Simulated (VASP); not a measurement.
# TePb (Pm-3m) in VASP: a series of runs

TePb is run at these levels: PBE, PBE0, r2SCAN; tasks: relaxation of cell and atoms, single point.

All numbers are computed with VASP 6.6.1; they aren't measurements. Logs are shortened: lines on timing, memory, paths and dates and some standing lists are left out, and cuts for length are marked.

### 1 The cell of the first run

It takes space group Pm-3m (No. 221, cubic). Conventional cell: a = 4.002 Å, b = 4.002 Å, c = 4.002 Å, α = 90.00°, β = 90.00°, γ = 90.00°. Within 4.6 Å of Pb (site symmetry m-3m) lie 8 Te at 3.47 Å and 6 Pb at 4.00 Å. Within 4.6 Å of Te (site symmetry m-3m) lie 8 Pb at 3.47 Å and 6 Te at 4.00 Å.

### 2 Relaxation of cell and atoms, PBE

File INCAR:

```
SYSTEM = TePb
PREC = Accurate
ENCUT = 600
EDIFF = 1E-6
ISMEAR = -1
SIGMA = 0.05
LREAL = .False.
LASPH = .True.
NELM = 100
ALGO = Normal
ISIF = 3
LWAVE = .False.
LCHARG = .False.
GGA = PE
IBRION = 2
NSW = 60
EDIFFG = -0.01
```

File KPOINTS:

```
regular mesh
0
Gamma
  7 7 7
  0 0 0
```

File POSCAR:

```
TePb
1.0
    4.0022870000      0.0000000000      0.0000000000
    0.0000000000      4.0022870000      0.0000000000
    0.0000000000      0.0000000000      4.0022870000
Pb Te
1 1
Direct
    0.0000000000      0.0000000000      0.0000000000
    0.5000000000      0.5000000000      0.5000000000
```

Potentials or basis: VASP PAW PBE potentials, release 64 (Pb_d, Te).

Launch:

```
$ cat potpaw_PBE.64/Pb_d/POTCAR potpaw_PBE.64/Te/POTCAR > POTCAR
$ mpirun -np 1 vasp_std > vasp.out
```

OUTCAR:

```text
SYSTEM = TePb
   PREC = Accurate
   ENCUT = 600
   EDIFF = 1E-6
   ISMEAR = -1
   LREAL = .False.
   LASPH = .True.
   NELM = 100
   ISIF = 3
   GGA = PE
   IBRION = 2
   NSW = 60
   EDIFFG = -0.01

 ion  position               nearest neighbor table
   1  0.000  0.000  0.000-   2 3.47   2 3.47   2 3.47   2 3.47   2 3.47   2 3.47   2 3.47   2 3.47

   2  0.500  0.500  0.500-   1 3.47   1 3.47   1 3.47   1 3.47   1 3.47   1 3.47   1 3.47   1 3.47

  LATTYP: Found a simple cubic cell.
 ALAT       =     4.0022870000

  Lattice vectors:

 A1 = (   4.0022870000,   0.0000000000,   0.0000000000)
 A2 = (   0.0000000000,   4.0022870000,   0.0000000000)
 A3 = (   0.0000000000,   0.0000000000,   4.0022870000)

Analysis of symmetry for initial positions (statically):
=====================================================================
 Subroutine PRICEL returns:
 Original cell was already a primitive cell.

 Routine SETGRP: Setting up the symmetry group for a
 simple cubic supercell.

 Subroutine GETGRP returns: Found 48 space group operations
 (whereof 48 operations were pure point group operations)
 out of a pool of 48 trial point group operations.

The static configuration has the point symmetry O_h .

Analysis of symmetry for dynamics (positions and initial velocities):
=====================================================================
 Subroutine PRICEL returns:
 Original cell was already a primitive cell.

 Routine SETGRP: Setting up the symmetry group for a
 simple cubic supercell.

 Subroutine GETGRP returns: Found 48 space group operations
 (whereof 48 operations were pure point group operations)
 out of a pool of 48 trial point group operations.

The dynamic configuration has the point symmetry O_h .

 Subroutine INISYM returns: Found 48 space group operations
 (whereof 48 operations are pure point group operations),
 and found     1 'primitive' translations

----------------------------------------------------------------------------------------

                                     Primitive cell

  volume of cell :      64.1098

  direct lattice vectors                    reciprocal lattice vectors
     4.002287000  0.000000000  0.000000000     0.249857144  0.000000000  0.000000000
     0.000000000  4.002287000  0.000000000     0.000000000  0.249857144  0.000000000
     0.000000000  0.000000000  4.002287000     0.000000000  0.000000000  0.249857144

[... 87 lines left out ...]
   TEBEG  =    0.0;   TEEND  =   0.0 temperature during run
   PSTRESS=    0.0 pullay stress
   NELECT =      20.0000    total number of electrons
   NUPDOWN=      -1.0000    fix difference up-down
   EMIN   =  10.00;   EMAX   =-10.00  energy-range for DOS
   EFERMI =   0.00;   METHOD = LEGACY
   ISMEAR =    -1;   SIGMA  =   0.05  broadening in eV -4-tet -1-fermi 0-gaus
   EFERMI_NEDOS =   21; number of points for ismear=-14 and -15
   IALGO  =     38    algorithm
   IMIX   =      4    mixing-type and parameters
     AMIX     =   0.40;   BMIX     =  1.00
     AMIX_MAG =   1.60;   BMIX_MAG =  1.00
  volume/ion in A,a.u.               =      32.05       216.32
  Fermi-wavevector in a.u.,A,eV,Ry     =   1.110307  2.098177 16.773027  1.232783
  Thomas-Fermi vector in A             =   2.246857
   LORBIT       =      0    0 simple, 1 ext, 2 COOP (PROOUT), +10 PAW based schemes
   GGA     = PE    functional components
   LHFCALC =     F    Hartree Fock is set to
   AEXX    =    0.0000 exact exchange contribution
   IVDW    =     0    specifies the selected vdW correction
   LEPSILON=     F    determine dielectric tensor
   LRPA    =     F    only Hartree local field effects (RPA)
 conjugate gradient relaxation of ions
 non-spin polarized calculation
  energy-cutoff  :      600.00
  volume of cell :       64.11
 maximum number of plane-waves:      2170
 NGX is ok and might be reduce to    32
   NGX = 15   NGY = 15   NGZ = 15

 number of electron      20.0000004 magnetization

 Free energy of the ion-electron system (eV)
  ---------------------------------------------------
  ext. energy  EPLUGINS =         0.00000000
  ---------------------------------------------------
  free energy    TOTEN  =        -7.06109228 eV

  energy without entropy =       -7.04750047  energy(sigma->0) =       -7.05429638

 E-fermi :   6.3838     XC(G=0):  -9.6830

 val. band max:        6.3111409783   @ k =   0.1429   0.1429   0.1429
 cond. band min:       6.3863871428   @ k =   0.4286   0.2857   0.0000
 fundamental gap:      0.0752461645
 Fermi energy:         6.3837621292

 k-point     1 :       0.0000    0.0000    0.0000
  band No.  band energies     occupation
      1     -10.7730      2.00000
      2     -10.7730      2.00000
      3     -10.6900      2.00000
      4     -10.6900      2.00000
      5     -10.6900      2.00000
      6      -5.7742      2.00000
      7      -0.3941      2.00000
      8       4.8196      2.00000
      9       4.8196      2.00000
     10       4.8196      2.00000
     11      10.3981      0.00000
     12      10.3981      0.00000
     13      11.6246      0.00000
     14      11.6246      0.00000
[... 309 lines left out ...]
      1     -10.7418      2.00000
      2     -10.7401      2.00000
      3     -10.7401      2.00000
      4     -10.6665      2.00000
      5     -10.6665      2.00000
      6      -3.3980      2.00000
      7      -0.9356      2.00000
      8       3.4659      2.00000
      9       3.7533      2.00000
     10       3.7533      2.00000
     11       5.7736      1.99999
     12       5.7736      1.99999
     13       6.5414      0.08201
     14      18.1836      0.00000

------------------------ aborting loop because EDIFF is reached ----------------------------------------

  FORCE on cell =-STRESS in cart. coord.  units (eV):
  Direction    XX          YY          ZZ          XY          YZ          ZX
  --------------------------------------------------------------------------------------
  -------------------------------------------------------------------------------------
  Total       -0.0128034     -0.0128034     -0.0128034     -0.0000000      0.0000000     -0.0000000
  in kB       -0.3199724     -0.3199724     -0.3199724     -0.0000000      0.0000000     -0.0000000
  external PRESSURE =      -0.3199724 kB  Pullay stress =       0.0000000 kB

 VOLUME and BASIS-vectors are now :
 -----------------------------------------------------------------------------
  energy-cutoff  :      600.00
  volume of cell :       64.11
      direct lattice vectors                 reciprocal lattice vectors
     4.002287000  0.000000000  0.000000000     0.249857144  0.000000000  0.000000000
     0.000000000  4.002287000  0.000000000     0.000000000  0.249857144  0.000000000
     0.000000000  0.000000000  4.002287000     0.000000000  0.000000000  0.249857144

 POSITION                                       TOTAL-FORCE (eV/Angst)
 -----------------------------------------------------------------------------------
      0.00000      0.00000      0.00000         0.000000      0.000000      0.000000
      2.00114      2.00114      2.00114         0.000000      0.000000      0.000000
 -----------------------------------------------------------------------------------
    total drift:                                0.000000      0.000000      0.000000

  FREE ENERGIE OF THE ION-ELECTRON SYSTEM (eV)
  ---------------------------------------------------
  free  energy   TOTEN  =        -7.0610922805 eV

  energy  without entropy=       -7.0475004699  energy(sigma->0) =       -7.05429638

 reached required accuracy - stopping structural energy minimisation
```

OSZICAR:

```text
N       E                     dE             d eps       ncg     rms          rms(c)
DAV:   1     0.152581623501E+03    0.15258E+03   -0.10162E+04   560   0.154E+03
DAV:   2     0.352245939936E+01   -0.14906E+03   -0.14669E+03   578   0.343E+02
DAV:   3    -0.700921436205E+01   -0.10532E+02   -0.10187E+02   752   0.965E+01
DAV:   4    -0.726128117615E+01   -0.25207E+00   -0.25189E+00   678   0.172E+01
DAV:   5    -0.726903412865E+01   -0.77530E-02   -0.77529E-02   794   0.277E+00    0.354E+00
DAV:   6    -0.706474874864E+01    0.20429E+00   -0.50437E-01   712   0.533E+00    0.236E+00
DAV:   7    -0.706222807440E+01    0.25207E-02   -0.92641E-02   734   0.159E+00    0.101E+00
DAV:   8    -0.706355125991E+01   -0.13232E-02   -0.30037E-02   656   0.150E+00    0.344E-01
DAV:   9    -0.706185943692E+01    0.16918E-02   -0.21015E-02   704   0.982E-01    0.133E-01
DAV:  10    -0.706107110367E+01    0.78833E-03   -0.24701E-03   690   0.381E-01    0.352E-02
DAV:  11    -0.706118858124E+01   -0.11748E-03   -0.70982E-04   608   0.161E-01    0.513E-02
DAV:  12    -0.706109362125E+01    0.94960E-04   -0.25518E-04   664   0.105E-01    0.264E-02
DAV:  13    -0.706109320726E+01    0.41399E-06   -0.14171E-05   674   0.197E-02    0.133E-02
DAV:  14    -0.706109228051E+01    0.92675E-06   -0.17216E-06   468   0.985E-03
   1 F= -.70610923E+01 E0= -.70542964E+01  d E =-.706109E+01
```

CONTCAR:

```text
TePb
   1.00000000000000
     4.0022869999999999    0.0000000000000000    0.0000000000000000
     0.0000000000000000    4.0022869999999999    0.0000000000000000
     0.0000000000000000    0.0000000000000000    4.0022869999999999
  Pb              Te
     1     1
Direct
     0.0000000000000000    0.0000000000000000    0.0000000000000000
     0.5000000000000000    0.5000000000000000    0.5000000000000000

  0.00000000E+00  0.00000000E+00  0.00000000E+00
  0.00000000E+00  0.00000000E+00  0.00000000E+00
```

Run time: 18 s. Hardware: 1 thread of Intel Xeon Platinum 8488C (Sapphire Rapids), shared host; peak memory 0.18 GiB.

Results:

* Free energy: -7.0611 eV
* Pressure after relaxing: 0.0 GPa
* Band gap on the k mesh: zero (bands 10 and 11 overlap by 0.79 eV)

Final structure:
```
CELL_PARAMETERS angstrom
4.00229 0.00000 0.00000
0.00000 4.00229 0.00000
0.00000 0.00000 4.00229
ATOMIC_POSITIONS crystal
Pb 0.00000 0.00000 0.00000
Te 0.50000 0.50000 0.50000
```

Caveat: the relaxation stopped at its first step, so nothing moved; semilocal functionals underestimate gaps, so a narrow gap can read as zero; spin-orbit coupling is left out, which moves the levels of the heavy elements.

### 3 Single point, PBE, non-collinear spin, zero start, spin-orbit coupling

File INCAR:

```
ALGO = Normal ; EDIFF = 1E-6
ENCUT = 520 ; GGA = PE
GGA_COMPAT = False ; ISIF = 2
ISMEAR = -1 ; LASPH = True
LCHARG = False ; LORBIT = 11
LORBMOM = True ; LREAL = False
LSORBIT = True ; LWAVE = False
MAGMOM = 0 0 0 0 0 0 ; NBANDS = 32
NELM = 150 ; PREC = Accurate
SIGMA = 0.05
```

File KPOINTS:

```
k-points
0
Gamma
  5 5 5
```

POSCAR is that of step 2.

Potentials or basis: VASP PAW PBE potentials, release 64 (Pb_d, Te).

Launch:

```
$ cat potpaw_PBE.64/Pb_d/POTCAR potpaw_PBE.64/Te/POTCAR > POTCAR
$ mpirun -np 1 vasp_ncl > vasp.out
```

OUTCAR:

```text
EDIFF = 1E-6
   ENCUT = 520
   GGA = PE
   ISIF = 2
   ISMEAR = -1
   LASPH = True
   LORBIT = 11
   LREAL = False
   LSORBIT = True
   NELM = 150
   PREC = Accurate

 ion  position               nearest neighbor table
   1  0.000  0.000  0.000-   2 3.47   2 3.47   2 3.47   2 3.47   2 3.47   2 3.47   2 3.47   2 3.47

   2  0.500  0.500  0.500-   1 3.47   1 3.47   1 3.47   1 3.47   1 3.47   1 3.47   1 3.47   1 3.47

  LATTYP: Found a simple cubic cell.
 ALAT       =     4.0022870000

  Lattice vectors:

 A1 = (   4.0022870000,   0.0000000000,   0.0000000000)
 A2 = (   0.0000000000,   4.0022870000,   0.0000000000)
 A3 = (   0.0000000000,   0.0000000000,   4.0022870000)

Analysis of symmetry for initial positions (statically):
=====================================================================
 Subroutine PRICEL returns:
 Original cell was already a primitive cell.

 Routine SETGRP: Setting up the symmetry group for a
 simple cubic supercell.

 Subroutine GETGRP returns: Found 48 space group operations
 (whereof 48 operations were pure point group operations)
 out of a pool of 48 trial point group operations.

The static configuration has the point symmetry O_h .

Analysis of symmetry for dynamics (positions and initial velocities):
=====================================================================
 Subroutine PRICEL returns:
 Original cell was already a primitive cell.

 Routine SETGRP: Setting up the symmetry group for a
 simple cubic supercell.

 Subroutine GETGRP returns: Found 48 space group operations
 (whereof 48 operations were pure point group operations)
 out of a pool of 48 trial point group operations.

The dynamic configuration has the point symmetry O_h .

Analysis of structural, dynamic, and magnetic symmetry:
=====================================================================
 Subroutine PRICEL returns:
 Original cell was already a primitive cell.

 Routine SETGRP: Setting up the symmetry group for a
 simple cubic supercell.

 Subroutine GETGRP returns: Found 48 space group operations
 (whereof 48 operations were pure point group operations)
 out of a pool of 48 trial point group operations.

The overall configuration has the point symmetry O_h .

 Subroutine INISYM returns: Found 48 space group operations
 (whereof 48 operations are pure point group operations),
 and found     1 'primitive' translations

----------------------------------------------------------------------------------------

                                     Primitive cell

  volume of cell :      64.1098

  direct lattice vectors                    reciprocal lattice vectors
     4.002287000  0.000000000  0.000000000     0.249857144  0.000000000  0.000000000
     0.000000000  4.002287000  0.000000000     0.000000000  0.249857144  0.000000000
     0.000000000  0.000000000  4.002287000     0.000000000  0.000000000  0.249857144

  length of vectors
     4.002287000  4.002287000  4.002287000     0.249857144  0.249857144  0.249857144

  position of ions in fractional coordinates (direct lattice)
     0.000000000  0.000000000  0.000000000
     0.500000000  0.500000000  0.500000000
[... 476 lines left out ...]
  --------------------------------------------------------------------------------------
  -------------------------------------------------------------------------------------
  Total        0.0100592      0.0100592      0.0100592      0.0000000      0.0000000     -0.0000000
  in kB        0.2513909      0.2513909      0.2513909      0.0000000      0.0000000     -0.0000000
  external PRESSURE =       0.2513909 kB  Pullay stress =       0.0000000 kB

 VOLUME and BASIS-vectors are now :
 -----------------------------------------------------------------------------
  energy-cutoff  :      520.00
  volume of cell :       64.11
      direct lattice vectors                 reciprocal lattice vectors
     4.002287000  0.000000000  0.000000000     0.249857144  0.000000000  0.000000000
     0.000000000  4.002287000  0.000000000     0.000000000  0.249857144  0.000000000
     0.000000000  0.000000000  4.002287000     0.000000000  0.000000000  0.249857144

 POSITION                                       TOTAL-FORCE (eV/Angst)
 -----------------------------------------------------------------------------------
      0.00000      0.00000      0.00000         0.000000      0.000000      0.000000
      2.00114      2.00114      2.00114         0.000000      0.000000      0.000000
 -----------------------------------------------------------------------------------
    total drift:                                0.000000      0.000000      0.000000

  FREE ENERGIE OF THE ION-ELECTRON SYSTEM (eV)
  ---------------------------------------------------
  free  energy   TOTEN  =        -7.6162208242 eV

  energy  without entropy=       -7.6053154113  energy(sigma->0) =       -7.61076812

 orbital moment (x)

 # of ion     p       d       tot
 ----------------------------------------
  1        -0.000  -0.000  -0.000
  2        -0.000   0.000  -0.000
 ----------------------------------------
           -0.000  -0.000  -0.000

 orbital moment (y)

 # of ion     p       d       tot
 ----------------------------------------
  1        -0.000   0.000   0.000
  2        -0.000  -0.000  -0.000
 ----------------------------------------
           -0.000   0.000  -0.000

 orbital moment (z)

 # of ion     p       d       tot
 ----------------------------------------
  1         0.000   0.000   0.000
  2         0.000   0.000   0.000
 ----------------------------------------
            0.000   0.000   0.000

 Spin-Orbit-Coupling matrix elements

 Ion:    1  E_soc:     -0.9378144
 l=   1
     0.0000000    -0.0890552    -0.0890552
    -0.0890552     0.0000000    -0.0890552
    -0.0890552    -0.0890552     0.0000000
 l=   2
     0.0000000    -0.0133948     0.0000000    -0.0133948    -0.0538524
    -0.0133948     0.0000000    -0.0403893    -0.0133948    -0.0134631
     0.0000000    -0.0403893     0.0000000    -0.0403893     0.0000000
    -0.0133948    -0.0133948    -0.0403893     0.0000000    -0.0134631
    -0.0538524    -0.0134631     0.0000000    -0.0134631     0.0000000
 l=   3
     0.0000000     0.0000000     0.0000000     0.0000000     0.0000000     0.0000000     0.0000000
     0.0000000     0.0000000     0.0000000     0.0000000     0.0000000     0.0000000     0.0000000
     0.0000000     0.0000000     0.0000000     0.0000000     0.0000000     0.0000000     0.0000000
     0.0000000     0.0000000     0.0000000     0.0000000     0.0000000     0.0000000     0.0000000
     0.0000000     0.0000000     0.0000000     0.0000000     0.0000000     0.0000000     0.0000000
     0.0000000     0.0000000     0.0000000     0.0000000     0.0000000     0.0000000     0.0000000
     0.0000000     0.0000000     0.0000000     0.0000000     0.0000000     0.0000000     0.0000000

 Ion:    2  E_soc:     -0.2292101
 l=   1
     0.0000000    -0.0381951    -0.0381951
    -0.0381951     0.0000000    -0.0381951
    -0.0381951    -0.0381951     0.0000000
 l=   2
     0.0000000     0.0000347     0.0000000     0.0000347    -0.0000413
     0.0000347     0.0000000    -0.0000310     0.0000347    -0.0000103
     0.0000000    -0.0000310     0.0000000    -0.0000310     0.0000000
     0.0000347     0.0000347    -0.0000310     0.0000000    -0.0000103
    -0.0000413    -0.0000103     0.0000000    -0.0000103     0.0000000
 l=   3
     0.0000000     0.0000000     0.0000000     0.0000000     0.0000000     0.0000000     0.0000000
     0.0000000     0.0000000     0.0000000     0.0000000     0.0000000     0.0000000     0.0000000
     0.0000000     0.0000000     0.0000000     0.0000000     0.0000000     0.0000000     0.0000000
     0.0000000     0.0000000     0.0000000     0.0000000     0.0000000     0.0000000     0.0000000
     0.0000000     0.0000000     0.0000000     0.0000000     0.0000000     0.0000000     0.0000000
     0.0000000     0.0000000     0.0000000     0.0000000     0.0000000     0.0000000     0.0000000
     0.0000000     0.0000000     0.0000000     0.0000000     0.0000000     0.0000000     0.0000000

 total charge

# of ion       s       p       d       tot
------------------------------------------
    1        1.452   0.558   9.827  11.837
    2        1.396   1.931   0.018   3.346
--------------------------------------------------
tot          2.848   2.489   9.846  15.183

 magnetization (x)

# of ion       s       p       d       tot
------------------------------------------
    1        0.000   0.000   0.000   0.000
    2        0.000   0.000  -0.000   0.000
--------------------------------------------------
tot          0.000   0.000  -0.000   0.000

 magnetization (y)

# of ion       s       p       d       tot
------------------------------------------
    1       -0.000   0.000  -0.000  -0.000
    2        0.000  -0.000   0.000  -0.000
--------------------------------------------------
tot         -0.000  -0.000  -0.000  -0.000

 magnetization (z)

# of ion       s       p       d       tot
------------------------------------------
    1       -0.000  -0.000   0.000  -0.000
    2       -0.000  -0.000   0.000  -0.000
--------------------------------------------------
tot         -0.000  -0.000   0.000  -0.000
```

Run time: 44 s. Hardware: 1 thread of Intel Xeon Platinum 8488C (Sapphire Rapids), shared host; peak memory 0.28 GiB.

What came out:

```
Free energy                                           : -7.6162 eV
Pressure                                              : 0.0 GPa
Net moment                                            : 0.00 μB per cell
Valence electrons inside the program's atomic spheres : Pb 11.84; Te 3.35
```

Moments on the atoms (μB; x, y, z):
```
Pb  0.00 0.00 0.00
Te  0.00 0.00 0.00
```

[end of part 1 of 2]
